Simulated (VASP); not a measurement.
# KCl (Fm-3m) in VASP: further runs, part 2 of 2

VASP 6.6.1. The steps go on from the part before.

**4. Single point, PBEsol (26.77 Å³/atom)**

This run uses another cell than the first one, of 26.77 Å³/atom.

Contents of INCAR:

```
PREC = Accurate
ENCUT = 500
EDIFF = 1E-6
ISMEAR = 0
SIGMA = 0.05
LREAL = F
LASPH = T
NELM = 120
ALGO = Normal
ISIF = 2
LWAVE = F
LCHARG = F
GGA = PS
NBANDS = 15
GGA_COMPAT = F
```

Contents of KPOINTS:

```
regular mesh
0
Gamma
  8 8 8
```

Contents of POSCAR:

```
KCl
1.0
    0.0000000000      2.9915051971      2.9915051971
    2.9915051971      0.0000000000      2.9915051971
    2.9915051971      2.9915051971      0.0000000000
K Cl
1 1
Direct
    0.0000000000      0.0000000000      0.0000000000
    0.5000000000      0.5000000000      0.5000000000
```

Potentials or basis: VASP PAW PBE potentials, release 64 (K_sv, Cl).

On the command line:

```sh
$ cat potpaw_PBE.64/K_sv/POTCAR potpaw_PBE.64/Cl/POTCAR > POTCAR
$ mpirun -np 1 vasp_std > vasp.out
```

OUTCAR:

```text
PREC = Accurate
   ENCUT = 500
   EDIFF = 1E-6
   ISMEAR = 0
   LREAL = F
   LASPH = T
   NELM = 120
   ISIF = 2
   GGA = PS

 ion  position               nearest neighbor table
   1  0.000  0.000  0.000-   2 2.99   2 2.99   2 2.99   2 2.99   2 2.99   2 2.99
   2  0.500  0.500  0.500-   1 2.99   1 2.99   1 2.99   1 2.99   1 2.99   1 2.99

  LATTYP: Found a face centered cubic cell.
 ALAT       =     5.9830103942

  Lattice vectors:

 A1 = (   0.0000000000,   2.9915051971,   2.9915051971)
 A2 = (   2.9915051971,   0.0000000000,   2.9915051971)
 A3 = (   2.9915051971,   2.9915051971,   0.0000000000)

Analysis of symmetry for initial positions (statically):
=====================================================================
 Subroutine PRICEL returns:
 Original cell was already a primitive cell.

 Routine SETGRP: Setting up the symmetry group for a
 face centered cubic supercell.

 Subroutine GETGRP returns: Found 48 space group operations
 (whereof 48 operations were pure point group operations)
 out of a pool of 48 trial point group operations.

The static configuration has the point symmetry O_h .

Analysis of symmetry for dynamics (positions and initial velocities):
=====================================================================
 Subroutine PRICEL returns:
 Original cell was already a primitive cell.

 Routine SETGRP: Setting up the symmetry group for a
 face centered cubic supercell.

 Subroutine GETGRP returns: Found 48 space group operations
 (whereof 48 operations were pure point group operations)
 out of a pool of 48 trial point group operations.

The dynamic configuration has the point symmetry O_h .

 Subroutine INISYM returns: Found 48 space group operations
 (whereof 48 operations are pure point group operations),
 and found     1 'primitive' translations

----------------------------------------------------------------------------------------

                                     Primitive cell

  volume of cell :      53.5426

[... 117 lines left out ...]
   LEPSILON=     F    determine dielectric tensor
   LRPA    =     F    only Hartree local field effects (RPA)
 non-spin polarized calculation
 Gauss-broadening in eV      SIGMA  =   0.05
  energy-cutoff  :      500.00
  volume of cell :       53.54
 maximum number of plane-waves:      1380
   NGX = 15   NGY = 15   NGZ = 15

 number of electron      15.9999999 magnetization

 Free energy of the ion-electron system (eV)
  ---------------------------------------------------
  ext. energy  EPLUGINS =         0.00000000
  ---------------------------------------------------
  free energy    TOTEN  =        -6.95242612 eV

  energy without entropy =       -6.95242612  energy(sigma->0) =       -6.95242612

 E-fermi :  -0.9481     XC(G=0):  -8.3942

 val. band max:       -1.2321417009   @ k =   0.0000   0.0000   0.0000
 cond. band min:       4.3174050923   @ k =   0.0000   0.0000   0.0000
 fundamental gap:      5.5495467932
 Fermi energy:        -0.9480609685

 k-point     1 :       0.0000    0.0000    0.0000
  band No.  band energies     occupation
      1     -27.9460      2.00000
      2     -13.5246      2.00000
      3     -11.4746      2.00000
      4     -11.4746      2.00000
      5     -11.4746      2.00000
      6      -1.2321      2.00000
      7      -1.2321      2.00000
      8      -1.2321      2.00000
      9       4.3174      0.00000
     10       7.0702      0.00000
     11       7.0702      0.00000
     12       7.0702      0.00000
     13       8.0563      0.00000
     14       8.0563      0.00000
[... 401 lines left out ...]
      2     -13.6684      2.00000
      3     -11.5757      2.00000
      4     -11.5347      2.00000
      5     -11.2589      2.00000
      6      -2.3252      2.00000
      7      -1.7585      2.00000
      8      -1.6973      2.00000
      9       6.7798      0.00000
     10       7.3220      0.00000
     11       9.4299      0.00000
     12       9.4305      0.00000
     13      10.1919      0.00000
     14      11.1581      0.00000
     15      11.3807      0.00000

 [... further k-points ...]

------------------------ aborting loop because EDIFF is reached ----------------------------------------

  FORCE on cell =-STRESS in cart. coord.  units (eV):
  Direction    XX          YY          ZZ          XY          YZ          ZX
  --------------------------------------------------------------------------------------
  -------------------------------------------------------------------------------------
  Total        1.1180925      1.1180925      1.1180925     -0.0000000     -0.0000000      0.0000000
  in kB       33.4571570     33.4571570     33.4571570     -0.0000000     -0.0000000      0.0000000
  external PRESSURE =      33.4571570 kB  Pullay stress =       0.0000000 kB

 VOLUME and BASIS-vectors are now :
 -----------------------------------------------------------------------------
  energy-cutoff  :      500.00
  volume of cell :       53.54
      direct lattice vectors                 reciprocal lattice vectors
     0.000000000  2.991505197  2.991505197    -0.167139940  0.167139940  0.167139940
     2.991505197  0.000000000  2.991505197     0.167139940 -0.167139940  0.167139940
     2.991505197  2.991505197  0.000000000     0.167139940  0.167139940 -0.167139940

 POSITION                                       TOTAL-FORCE (eV/Angst)
 -----------------------------------------------------------------------------------
      0.00000      0.00000      0.00000        -0.000000     -0.000000     -0.000000
      2.99151      2.99151      2.99151         0.000000      0.000000      0.000000
 -----------------------------------------------------------------------------------
    total drift:                                0.000000     -0.000000     -0.000000

  FREE ENERGIE OF THE ION-ELECTRON SYSTEM (eV)
  ---------------------------------------------------
  free  energy   TOTEN  =        -6.9524261209 eV

  energy  without entropy=       -6.9524261209  energy(sigma->0) =       -6.95242612
```

stdout:

```text
POSCAR found type information on POSCAR K Cl
 POSCAR found :  2 types and       2 ions
 scaLAPACK will be used
 -----------------------------------------------------------------------------
|                                                                             |
|                                                                             |
|     You enforced a specific xc type in the INCAR file but a different       |
|     I HOPE YOU KNOW WHAT YOU ARE DOING!                                     |
|                                                                             |
 -----------------------------------------------------------------------------

 LDA part: xc-table for (Slater+PW92), standard interpolation
 POSCAR, INCAR and KPOINTS ok, starting setup
 FFT: planning ... GRIDC
 FFT: planning ... GRID_SOFT
 FFT: planning ... GRID
 WAVECAR not read
 entering main loop
```

It took 30 s on 1 thread of Intel Xeon 8259CL, shared host; peak memory 0.18 GiB.

Results:

| Item | Value |
| --- | --- |
| Free energy | -6.9524 eV |
| Pressure | 3.3 GPa |
| Band gap on the k mesh | 5.55 eV |

Levels at points of the mesh, in eV from the valence-band top:
| k point | band 5 | band 6 | band 7 | band 8 | band 9 | band 10 | band 11 | band 12 |
| --- | --- | --- | --- | --- | --- | --- | --- | --- |
| (0.00, 0.00, 0.00) | -10.24 | 0.00 | 0.00 | 0.00 | 5.55 | 8.30 | 8.30 | 8.30 |
| (0.50, 0.00, 0.00) | -9.89 | -1.39 | -0.48 | -0.48 | 7.83 | 9.05 | 10.94 | 10.94 |
| (0.50, 0.50, 0.00) | -10.35 | -0.77 | -0.26 | -0.26 | 6.19 | 8.92 | 10.44 | 10.81 |

Caveat: the cell stands under pressure; the PAW data sets were made with another functional, which shifts forces and pressure a little. A k mesh can miss the band edges.

**5. Single point, PBEsol (27.99 Å³/atom)**

This run uses another cell than the first one, of 27.99 Å³/atom.

Contents of INCAR:

```
SYSTEM = KCl
PREC = Accurate
ENCUT = 500
EDIFF = 1E-6
ISMEAR = 0
SIGMA = 0.05
LREAL = .False.
LASPH = .True.
NELM = 120
ALGO = Normal
ISIF = 2
LWAVE = .False.
LCHARG = .False.
GGA = PS
NBANDS = 15
GGA_COMPAT = .False.
```

Contents of KPOINTS:

```
regular mesh
0
Gamma
  8 8 8
  0 0 0
```

Contents of POSCAR:

```
KCl
1.0
    0.0000000000      3.0361611120      3.0361611120
    3.0361611120      0.0000000000      3.0361611120
    3.0361611120      3.0361611120      0.0000000000
K Cl
1 1
Direct
    0.0000000000      0.0000000000      0.0000000000
    0.5000000000      0.5000000000      0.5000000000
```

Potentials or basis: VASP PAW PBE potentials, release 64 (K_sv, Cl).

On the command line:

```sh
$ cat potpaw_PBE.64/K_sv/POTCAR potpaw_PBE.64/Cl/POTCAR > POTCAR
$ mpirun -np 1 vasp_std > vasp.out
```

OUTCAR:

```text
SYSTEM = KCl
   PREC = Accurate
   ENCUT = 500
   EDIFF = 1E-6
   ISMEAR = 0
   LREAL = .False.
   LASPH = .True.
   NELM = 120
   ISIF = 2
   GGA = PS

 ion  position               nearest neighbor table
   1  0.000  0.000  0.000-   2 3.04   2 3.04   2 3.04   2 3.04   2 3.04   2 3.04
   2  0.500  0.500  0.500-   1 3.04   1 3.04   1 3.04   1 3.04   1 3.04   1 3.04

  LATTYP: Found a face centered cubic cell.
 ALAT       =     6.0723222240

  Lattice vectors:

 A1 = (   0.0000000000,   3.0361611120,   3.0361611120)
 A2 = (   3.0361611120,   0.0000000000,   3.0361611120)
 A3 = (   3.0361611120,   3.0361611120,   0.0000000000)

Analysis of symmetry for initial positions (statically):
=====================================================================
 Subroutine PRICEL returns:
 Original cell was already a primitive cell.

 Routine SETGRP: Setting up the symmetry group for a
 face centered cubic supercell.

 Subroutine GETGRP returns: Found 48 space group operations
 (whereof 48 operations were pure point group operations)
 out of a pool of 48 trial point group operations.

The static configuration has the point symmetry O_h .

Analysis of symmetry for dynamics (positions and initial velocities):
[... 179 lines left out ...]
     12       6.8638      0.00000
     13       7.8192      0.00000
     14       7.8192      0.00000
[... 401 lines left out ...]
      2     -13.7995      2.00000
      3     -11.8634      2.00000
      4     -11.8289      2.00000
      5     -11.5864      2.00000
      6      -2.4691      2.00000
      7      -1.9382      2.00000
      8      -1.8717      2.00000
      9       6.4818      0.00000
     10       7.0197      0.00000
     11       9.0160      0.00000
     12       9.0445      0.00000
     13       9.8238      0.00000
     14      10.7561      0.00000
     15      10.9057      0.00000

 [... further k-points ...]

------------------------ aborting loop because EDIFF is reached ----------------------------------------

  FORCE on cell =-STRESS in cart. coord.  units (eV):
  Direction    XX          YY          ZZ          XY          YZ          ZX
  --------------------------------------------------------------------------------------
  -------------------------------------------------------------------------------------
  Total        0.6876540      0.6876540      0.6876540      0.0000000      0.0000000     -0.0000000
  in kB       19.6823117     19.6823117     19.6823117      0.0000000      0.0000000     -0.0000000
  external PRESSURE =      19.6823117 kB  Pullay stress =       0.0000000 kB

 VOLUME and BASIS-vectors are now :
 -----------------------------------------------------------------------------
  energy-cutoff  :      500.00
  volume of cell :       55.98
      direct lattice vectors                 reciprocal lattice vectors
     0.000000000  3.036161112  3.036161112    -0.164681643  0.164681643  0.164681643
     3.036161112  0.000000000  3.036161112     0.164681643 -0.164681643  0.164681643
     3.036161112  3.036161112  0.000000000     0.164681643  0.164681643 -0.164681643

 POSITION                                       TOTAL-FORCE (eV/Angst)
 -----------------------------------------------------------------------------------
      0.00000      0.00000      0.00000         0.000000      0.000000      0.000000
      3.03616      3.03616      3.03616        -0.000000     -0.000000     -0.000000
 -----------------------------------------------------------------------------------
    total drift:                                0.000000     -0.000000     -0.000000

  FREE ENERGIE OF THE ION-ELECTRON SYSTEM (eV)
  ---------------------------------------------------
  free  energy   TOTEN  =        -6.9932690073 eV

  energy  without entropy=       -6.9932690073  energy(sigma->0) =       -6.99326901
```

OSZICAR:

```text
N       E                     dE             d eps       ncg     rms          rms(c)
DAV:   1     0.102222707997E+03    0.10222E+03   -0.70809E+03   870   0.944E+02
DAV:   2    -0.137658189814E+01   -0.10360E+03   -0.95729E+02  1146   0.242E+02
DAV:   3    -0.701889859404E+01   -0.56423E+01   -0.56136E+01  1206   0.498E+01
DAV:   4    -0.722225382389E+01   -0.20336E+00   -0.20331E+00  1271   0.855E+00
DAV:   5    -0.722381829215E+01   -0.15645E-02   -0.15644E-02  1227   0.841E-01    0.392E+00
DAV:   6    -0.699636860667E+01    0.22745E+00   -0.32260E-01  1073   0.324E+00    0.319E+00
DAV:   7    -0.698409989723E+01    0.12269E-01   -0.78842E-02  1186   0.173E+00    0.175E+00
DAV:   8    -0.699247044971E+01   -0.83706E-02   -0.13200E-02  1088   0.877E-01    0.201E-01
DAV:   9    -0.699278416705E+01   -0.31372E-03   -0.43256E-04  1208   0.132E-01    0.906E-02
DAV:  10    -0.699326397576E+01   -0.47981E-03   -0.50339E-04   919   0.136E-01    0.223E-02
DAV:  11    -0.699326713389E+01   -0.31581E-05   -0.13609E-05  1202   0.224E-02    0.105E-02
DAV:  12    -0.699326882350E+01   -0.16896E-05   -0.25845E-06   961   0.110E-02    0.319E-03
DAV:  13    -0.699326900731E+01   -0.18381E-06   -0.41329E-07   729   0.437E-03
   1 F= -.69932690E+01 E0= -.69932690E+01  d E =-.511655E-16
```

stdout:

```text
POSCAR found type information on POSCAR K Cl
 POSCAR found :  2 types and       2 ions
 scaLAPACK will be used
 -----------------------------------------------------------------------------
|                                                                             |
|                                                                             |
|     You enforced a specific xc type in the INCAR file but a different       |
|     I HOPE YOU KNOW WHAT YOU ARE DOING!                                     |
|                                                                             |
 -----------------------------------------------------------------------------

 LDA part: xc-table for (Slater+PW92), standard interpolation
 POSCAR, INCAR and KPOINTS ok, starting setup
 FFT: planning ... GRIDC
 FFT: planning ... GRID_SOFT
 FFT: planning ... GRID
 WAVECAR not read
 entering main loop
```

Run time: 30 s. Hardware: 1 thread of Intel Xeon 8259CL, shared host; peak memory 0.18 GiB.

What came out:

| Property | Result |
| --- | --- |
| Free energy | -6.9933 eV |
| Pressure | 2.0 GPa |
| Band gap on the k mesh | 5.38 eV |

Caveat: the PAW data sets were made with another functional, which shifts forces and pressure a little. A hybrid or GW would open this gap; PBEsol tends to underestimate it.

**6. Summary**

```csv
cell,gap on the mesh (eV),pressure (GPa)
"a = 4.098 Å, angles 60.0°, 2 atoms",5.94,7.3
"a = 4.166 Å, angles 60.0°, 2 atoms",5.73,5.1
"a = 4.231 Å, angles 60.0°, 2 atoms",5.55,3.3
"a = 4.294 Å, angles 60.0°, 2 atoms",5.38,2.0
```

Alike in all rows: task single point; level PBEsol; potentials or basis VASP PAW PBE potentials, release 64 (K_sv, Cl); no spin polarisation; k mesh 8 × 8 × 8; cutoff (eV) 500; smearing gaussian 0.05 eV.

Caveats: the PAW data sets were made with another functional, which shifts forces and pressure a little; the cell stands under pressure (at least some runs).

Absolute energies hang on the potentials; compare differences alone.
